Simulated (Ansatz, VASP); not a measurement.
# Mo in VASP and in Ansatz

```
CELL_PARAMETERS angstrom
2.65345 0.00000 0.00000
-1.32672 2.29795 0.00000
0.00000 0.00000 2.59351
ATOMIC_POSITIONS crystal
Mo 0.00000 0.00000 0.50000
```

Change from the starting cell: strain -0.030 along x and y, +0.015 along z, atoms carried along.

Alike in both runs: task single point; functional r2SCAN; k mesh 18 × 18 × 18; occupations gaussian, width 0.15 eV; no spin polarisation.

|  | VASP | Ansatz |
| --- | --- | --- |
| version | VASP 6.6.1 | Ansatz 0.2.0 |
| potentials or method | VASP PAW PBE potentials, release 64 (Mo_sv), cutoff 520 eV | scalar-relativistic, plane waves, PAW |
| valence electrons in the cell | 14 | 14 |

```csv
,VASP,Ansatz,Ansatz less VASP
gap on the k mesh at the Fermi level (eV),none,none,-
pressure (GPa),14.0,12.7,-1.26
"traceless stress, the component that is largest in VASP (GPa)",-17.07,-16.97,+0.095
```

VASP's potentials were made for PBE, not for r2SCAN. A gap of «none» marks a metal or a gap that the smearing closes. The functional is the same, so the differences come from potentials, cutoffs and numerics.
